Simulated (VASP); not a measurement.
# TaN (P-6m2) in VASP: a series of runs, part 2 of 2

VASP 6.6.1. Earlier steps stand in the parts before.

## 4. Electric field gradients, LDA (zz strain of -1 %)

File INCAR:

```
PREC = Accurate
ENCUT = 520
EDIFF = 1E-8
ISMEAR = -1
SIGMA = 0.02
LREAL = F
LASPH = T
NELM = 100
ALGO = Normal
ISIF = 2
LWAVE = F
LCHARG = F
LEFG = T
NBANDS = 15
```

File KPOINTS:

```
regular mesh
0
Gamma
  12 12 10
```

File POSCAR:

```
TaN
1.0
    2.9379988584      0.0000000000      0.0000000000
   -1.4689994292      2.5443816477      0.0000000000
    0.0000000000      0.0000000000      2.8541700000
Ta N
1 1
Direct
    0.3333333333      0.6666666667      0.5000000000
    0.0000000000      0.0000000000      0.0000000000
```

Potentials or basis: VASP PAW LDA potentials, release 64 (Ta_pv, N).

On the command line:

```console
$ cat potpaw_LDA.64/Ta_pv/POTCAR potpaw_LDA.64/N/POTCAR > POTCAR
$ mpirun -np 1 vasp_std > vasp.out
```

OUTCAR:

```text
PREC = Accurate
   ENCUT = 520
   EDIFF = 1E-8
   ISMEAR = -1
   LREAL = F
   LASPH = T
   NELM = 100
   ISIF = 2

 ion  position               nearest neighbor table
   1  0.333  0.667  0.500-   2 2.22   2 2.22   2 2.22   2 2.22   2 2.22   2 2.22
   2  0.000  0.000  0.000-   1 2.22   1 2.22   1 2.22   1 2.22   1 2.22   1 2.22

  LATTYP: Found a hexagonal cell.
 ALAT       =     2.9379988584
 C/A-ratio  =     0.9714673618

  Lattice vectors:

 A1 = (   2.9379988584,   0.0000000000,   0.0000000000)
 A2 = (  -1.4689994292,   2.5443816477,   0.0000000000)
[... 644 lines left out ...]
  ---------------------------------------------------
  free  energy   TOTEN  =       -24.7095418001 eV

  energy  without entropy=      -24.7094407318  energy(sigma->0) =      -24.70949127

 Electric field gradients (V/A^2)
---------------------------------------------------------------------
 ion       V_xx      V_yy      V_zz      V_xy      V_xz      V_yz
---------------------------------------------------------------------
   1      -4.879    -4.879     9.758     0.000     0.000    -0.000
   2       0.939     0.939    -1.878    -0.001    -0.000    -0.000
---------------------------------------------------------------------

 Electric field gradients after diagonalization (V/A^2)
 (convention: |V_zz| > |V_xx| > |V_yy|)
----------------------------------------------------------------------
 ion       V_xx      V_yy      V_zz     asymmetry (V_yy - V_xx)/ V_zz
----------------------------------------------------------------------
   1      -4.879    -4.879     9.758       0.000
   2       0.940     0.938    -1.878       0.001
----------------------------------------------------------------------

           NMR quadrupolar parameters

 Cq : quadrupolar parameter    Cq=e*Q*V_zz/h
 eta: asymmetry parameters     (V_yy - V_xx)/ V_zz
 Q  : nuclear electric quadrupole moment in mb (millibarn)
----------------------------------------------------------------------
 ion       Cq(MHz)       eta       Q (mb)
----------------------------------------------------------------------
   1       0.024       0.000       1.000
   2      -0.005       0.001       1.000
----------------------------------------------------------------------
```

stdout:

```text
POSCAR found type information on POSCAR TaN
 POSCAR found :  2 types and       2 ions
 scaLAPACK will be used
 LDA part: xc-table for (Slater(with rela. corr.)+CA(PZ))
 , standard interpolation
 POSCAR, INCAR and KPOINTS ok, starting setup
 FFT: planning ... GRIDC
 FFT: planning ... GRID_SOFT
 FFT: planning ... GRID
 WAVECAR not read
 entering main loop
ion   1

ion   2
```

Wall time 50 s (1 thread of Intel Xeon 8259CL, shared host); peak memory 0.16 GiB.

What came out:

| Item | Value |
| --- | --- |
| Free energy | -24.7095 eV |
| Pressure | -6.0 GPa |
| Band gap on the k mesh | zero (bands 8 and 9 overlap by 0.47 eV) |
| Largest electric field gradient by atom | Ta +9.8; N -1.9 V/Å² |

Levels at points of the mesh, in eV from the Fermi level:
| k point | band 6 | band 7 | band 8 | band 9 | band 10 | band 11 |
| --- | --- | --- | --- | --- | --- | --- |
| (0.00, 0.00, 0.00) | -4.76 | -4.31 | -2.91 | 2.27 | 3.60 | 3.60 |
| (0.50, 0.00, 0.00) | -5.23 | -3.60 | -3.29 | 2.94 | 3.91 | 5.18 |
| (0.00, 0.00, 0.50) | -3.94 | -3.94 | -0.20 | -0.20 | 2.52 | 3.15 |
| (0.50, 0.00, 0.50) | -6.24 | -5.90 | -0.31 | 4.17 | 5.25 | 6.13 |

Electric field gradients, principal values (V/Å²):
```csv
atom,least,middle,greatest (by size)
1 Ta,-4.879,-4.879,9.758
2 N,0.938,0.940,-1.878
```

Caveat: the cell differs from its parent crystal (zz strain of -1 %); the cell stands under tension; without QUAD_EFG the Cq values of the log hold for a quadrupole moment of 1 mb, not for the nuclei; spin-orbit coupling is left out, which moves the levels of the heavy elements.

## 5. Electric field gradients, LDA (10.67 Å³/atom)

This run uses another cell than the first one, of 10.67 Å³/atom.

File INCAR:

```
ALGO = Normal
EDIFF = 1E-8
ENCUT = 520
GGA = CA
ISIF = 2
ISMEAR = -1
LASPH = T
LCHARG = F
LEFG = T
LREAL = F
LWAVE = F
NBANDS = 15
NELM = 60
PREC = Accurate
SIGMA = 0.02
```

File KPOINTS:

```
k-points
0
Gamma
  12 12 10
```

File POSCAR:

```
TaN
1.0
    2.9281727019      0.0000000000      0.0000000000
   -1.4640863509      2.5358719465      0.0000000000
    0.0000000000      0.0000000000      2.8733577875
Ta N
1 1
Direct
    0.3333333333      0.6666666667      0.5000000000
    0.0000000000      0.0000000000      0.0000000000
```

Potentials or basis: VASP PAW LDA potentials, release 64 (Ta_pv, N).

On the command line:

```console
$ cat potpaw_LDA.64/Ta_pv/POTCAR potpaw_LDA.64/N/POTCAR > POTCAR
$ mpirun -np 1 vasp_std > vasp.out
```

OUTCAR:

```text
EDIFF = 1E-8
   ENCUT = 520
   GGA = CA
   ISIF = 2
   ISMEAR = -1
   LASPH = T
   LREAL = F
   NELM = 60
   PREC = Accurate

 ion  position               nearest neighbor table
   1  0.333  0.667  0.500-   2 2.22   2 2.22   2 2.22   2 2.22   2 2.22   2 2.22
   2  0.000  0.000  0.000-   1 2.22   1 2.22   1 2.22   1 2.22   1 2.22   1 2.22

  LATTYP: Found a hexagonal cell.
 ALAT       =     2.9281727019
 C/A-ratio  =     0.9812801634

  Lattice vectors:

 A1 = (   2.9281727019,   0.0000000000,   0.0000000000)
 A2 = (  -1.4640863509,   2.5358719465,   0.0000000000)
 A3 = (   0.0000000000,   0.0000000000,   2.8733577875)

Analysis of symmetry for initial positions (statically):
=====================================================================
 Subroutine PRICEL returns:
 Original cell was already a primitive cell.

 Routine SETGRP: Setting up the symmetry group for a
 hexagonal supercell.

 Subroutine GETGRP returns: Found 12 space group operations
 (whereof 12 operations were pure point group operations)
 out of a pool of 24 trial point group operations.

The static configuration has the point symmetry D_3h.

Analysis of symmetry for dynamics (positions and initial velocities):
=====================================================================
 Subroutine PRICEL returns:
 Original cell was already a primitive cell.

 Routine SETGRP: Setting up the symmetry group for a
 hexagonal supercell.

 Subroutine GETGRP returns: Found 12 space group operations
 (whereof 12 operations were pure point group operations)
 out of a pool of 24 trial point group operations.

The dynamic configuration has the point symmetry D_3h.

 Subroutine INISYM returns: Found 12 space group operations
 (whereof 12 operations are pure point group operations),
 and found     1 'primitive' translations

----------------------------------------------------------------------------------------

                                     Primitive cell

  volume of cell :      21.3360

  direct lattice vectors                    reciprocal lattice vectors
     2.928172702  0.000000000  0.000000000     0.341509911  0.197170839  0.000000000
    -1.464086351  2.535871946  0.000000000     0.000000000  0.394341679  0.000000000
     0.000000000  0.000000000  2.873357787     0.000000000  0.000000000  0.348024880

  length of vectors
     2.928172702  2.928172702  2.873357787     0.394341679  0.394341679  0.348024880

  position of ions in fractional coordinates (direct lattice)
     0.333333333  0.666666667  0.500000000
     0.000000000  0.000000000  0.000000000

  ion indices of the primitive-cell ions
   primitive index   ion index
                 1           1
                 2           2

----------------------------------------------------------------------------------------

 KPOINTS: k-points

Automatic generation of k-mesh.
 Grid dimensions read from file:
 generate k-points for:   12   12   10

 Generating k-lattice:
[... 74 lines left out ...]
   NUPDOWN=      -1.0000    fix difference up-down
   EMIN   =  10.00;   EMAX   =-10.00  energy-range for DOS
   EFERMI =   0.00;   METHOD = LEGACY
   ISMEAR =    -1;   SIGMA  =   0.02  broadening in eV -4-tet -1-fermi 0-gaus
   EFERMI_NEDOS =   21; number of points for ismear=-14 and -15
   IALGO  =     38    algorithm
   IMIX   =      4    mixing-type and parameters
     AMIX     =   0.40;   BMIX     =  1.00
     AMIX_MAG =   1.60;   BMIX_MAG =  1.00
  volume/ion in A,a.u.               =      10.67        71.99
  Fermi-wavevector in a.u.,A,eV,Ry     =   1.487340  2.810665 30.098539  2.212180
  Thomas-Fermi vector in A             =   2.600513
   LORBIT       =      0    0 simple, 1 ext, 2 COOP (PROOUT), +10 PAW based schemes
   GGA     = CA    functional components
   LHFCALC =     F    Hartree Fock is set to
   AEXX    =    0.0000 exact exchange contribution
   IVDW    =     0    specifies the selected vdW correction
   LEPSILON=     F    determine dielectric tensor
   LRPA    =     F    only Hartree local field effects (RPA)
 non-spin polarized calculation
  energy-cutoff  :      520.00
  volume of cell :       21.34
 maximum number of plane-waves:       599
 NGX is ok and might be reduce to    24
   NGX = 11   NGY = 11   NGZ = 11

 number of electron      16.0000001 magnetization

 Free energy of the ion-electron system (eV)
  ---------------------------------------------------
  ext. energy  EPLUGINS =         0.00000000
  ---------------------------------------------------
  free energy    TOTEN  =       -24.71160520 eV

  energy without entropy =      -24.71150475  energy(sigma->0) =      -24.71155497

 E-fermi :   8.3050     XC(G=0): -13.6366

 val. band max:        8.1804248643   @ k =   0.0000   0.0000   0.4000
 cond. band min:       8.3448434753   @ k =   0.0833   0.0000   0.5000
 fundamental gap:      0.1644186110
 Fermi energy:         8.3050142294

 k-point     1 :       0.0000    0.0000    0.0000
  band No.  band energies     occupation
      1     -26.3888      2.00000
      2     -26.1163      2.00000
      3     -26.1163      2.00000
      4      -9.3978      2.00000
      5       3.6269      2.00000
      6       3.6269      2.00000
      7       3.9705      2.00000
      8       5.3299      2.00000
      9      10.6585      0.00000
     10      11.8423      0.00000
     11      11.8423      0.00000
     12      12.2036      0.00000
     13      12.2036      0.00000
     14      20.6358      0.00000
[... 401 lines left out ...]
      2     -26.3635      2.00000
      3     -26.2927      2.00000
      4      -7.5894      2.00000
      5       0.6487      2.00000
      6       3.1665      2.00000
      7       4.5666      2.00000
      8       5.4981      2.00000
      9      10.9124      0.00000
     10      11.1799      0.00000
     11      12.8390      0.00000
     12      13.2681      0.00000
     13      15.4567      0.00000
     14      20.6447      0.00000
     15      21.4906      0.00000

 [... further k-points ...]
[... 5 lines left out ...]
  --------------------------------------------------------------------------------------
  -------------------------------------------------------------------------------------
  Total       -0.7998997     -0.7998997     -0.9265635     -0.0000000     -0.0000000      0.0000000
  in kB      -60.0665135    -60.0665135    -69.5780174     -0.0000000     -0.0000000      0.0000000
  external PRESSURE =     -63.2370148 kB  Pullay stress =       0.0000000 kB

 VOLUME and BASIS-vectors are now :
 -----------------------------------------------------------------------------
  energy-cutoff  :      520.00
  volume of cell :       21.34
      direct lattice vectors                 reciprocal lattice vectors
     2.928172702  0.000000000  0.000000000     0.341509911  0.197170839  0.000000000
    -1.464086351  2.535871946  0.000000000     0.000000000  0.394341679  0.000000000
     0.000000000  0.000000000  2.873357787     0.000000000  0.000000000  0.348024880

 POSITION                                       TOTAL-FORCE (eV/Angst)
 -----------------------------------------------------------------------------------
     -0.00000      1.69058      1.43668        -0.000000      0.000000      0.000000
      0.00000      0.00000      0.00000         0.000000      0.000000      0.000000
 -----------------------------------------------------------------------------------
    total drift:                                0.000000     -0.000000     -0.000000

  FREE ENERGIE OF THE ION-ELECTRON SYSTEM (eV)
  ---------------------------------------------------
  free  energy   TOTEN  =       -24.7116051972 eV

  energy  without entropy=      -24.7115047514  energy(sigma->0) =      -24.71155497

 Electric field gradients (V/A^2)
---------------------------------------------------------------------
 ion       V_xx      V_yy      V_zz      V_xy      V_xz      V_yz
---------------------------------------------------------------------
   1      -8.406    -8.406    16.812     0.000     0.000    -0.000
   2       0.080     0.079    -0.159    -0.001    -0.000     0.000
---------------------------------------------------------------------

 Electric field gradients after diagonalization (V/A^2)
 (convention: |V_zz| > |V_xx| > |V_yy|)
----------------------------------------------------------------------
 ion       V_xx      V_yy      V_zz     asymmetry (V_yy - V_xx)/ V_zz
----------------------------------------------------------------------
   1      -8.407    -8.406    16.812       0.000
   2       0.080     0.079    -0.159       0.009
----------------------------------------------------------------------

           NMR quadrupolar parameters

 Cq : quadrupolar parameter    Cq=e*Q*V_zz/h
 eta: asymmetry parameters     (V_yy - V_xx)/ V_zz
 Q  : nuclear electric quadrupole moment in mb (millibarn)
----------------------------------------------------------------------
 ion       Cq(MHz)       eta       Q (mb)
----------------------------------------------------------------------
   1       0.041       0.000       1.000
   2      -0.000       0.009       1.000
----------------------------------------------------------------------
```

OSZICAR:

```text
N       E                     dE             d eps       ncg     rms          rms(c)
DAV:   1     0.878500271570E+02    0.87850E+02   -0.87628E+03  3428   0.113E+03
DAV:   2    -0.246016080403E+02   -0.11245E+03   -0.10585E+03  4092   0.299E+02
DAV:   3    -0.272528532816E+02   -0.26512E+01   -0.26374E+01  4001   0.420E+01
DAV:   4    -0.272626908401E+02   -0.98376E-02   -0.98344E-02  4344   0.282E+00
DAV:   5    -0.272627473868E+02   -0.56547E-04   -0.56543E-04  4057   0.199E-01    0.239E+01
DAV:   6    -0.248509227018E+02    0.24118E+01   -0.42995E+00  4092   0.234E+01    0.101E+01
DAV:   7    -0.247529010864E+02    0.98022E-01   -0.53374E-01  3602   0.551E+00    0.693E+00
DAV:   8    -0.247178472574E+02    0.35054E-01   -0.14766E-01  3924   0.323E+00    0.133E+00
DAV:   9    -0.247118192211E+02    0.60280E-02   -0.12855E-02  3714   0.908E-01    0.181E-01
DAV:  10    -0.247116823956E+02    0.13683E-03   -0.69200E-04  4001   0.309E-01    0.126E-01
DAV:  11    -0.247116044189E+02    0.77977E-04   -0.11500E-04  3735   0.975E-02    0.137E-02
DAV:  12    -0.247116052557E+02   -0.83686E-06   -0.83943E-06  3742   0.237E-02    0.349E-03
DAV:  13    -0.247116052112E+02    0.44556E-07   -0.75290E-08  4162   0.249E-03    0.194E-03
DAV:  14    -0.247116051981E+02    0.13126E-07   -0.16951E-08  3616   0.156E-03    0.379E-04
DAV:  15    -0.247116051972E+02    0.86357E-09   -0.10681E-09  1731   0.328E-04
   1 F= -.24711605E+02 E0= -.24711555E+02  d E =-.100446E-03
```

It took 47 s on 1 thread of Intel Xeon 8259CL, shared host; peak memory 0.16 GiB.

Results:

```yaml
Free_energy: -24.7116 eV
Pressure: -6.3 GPa
Band_gap_on_the_k_mesh: zero (bands 8 and 9 overlap by 0.50 eV)
Largest_electric_field_gradient_by_atom: Ta +16.8; N -0.2 V/Å²
```

Electric field gradients, principal values (V/Å²):
```tsv
atom	least	middle	greatest (by size)
1 Ta	-8.406	-8.407	16.812
2 N	0.079	0.080	-0.159
```

Caveat: the cell stands under tension; without QUAD_EFG the Cq values of the log hold for a quadrupole moment of 1 mb, not for the nuclei; spin-orbit coupling is left out, which moves the levels of the heavy elements.

## 6. The runs side by side

```tsv
cell	gap on the mesh (eV)	pressure (GPa)
a = 2.938, b = 2.938, c = 2.883 Å, angles 90.0, 90.0, 120.0°, 2 atoms	none	-9.8
a = 2.938, b = 2.938, c = 2.854 Å, angles 90.0, 90.0, 120.0°, 2 atoms	none	-6.0
a = 2.928, b = 2.928, c = 2.873 Å, angles 90.0, 90.0, 120.0°, 2 atoms	none	-6.3
```

Alike in all rows: task electric field gradients; level LDA; potentials or basis VASP PAW LDA potentials, release 64 (Ta_pv, N); no spin polarisation; k mesh 12 × 12 × 10; cutoff (eV) 520; smearing fermi-dirac 0.02 eV.

Caveats: the cell stands under tension; spin-orbit coupling is left out, which moves the levels of the heavy elements.

Absolute energies hang on the potentials; compare differences alone.
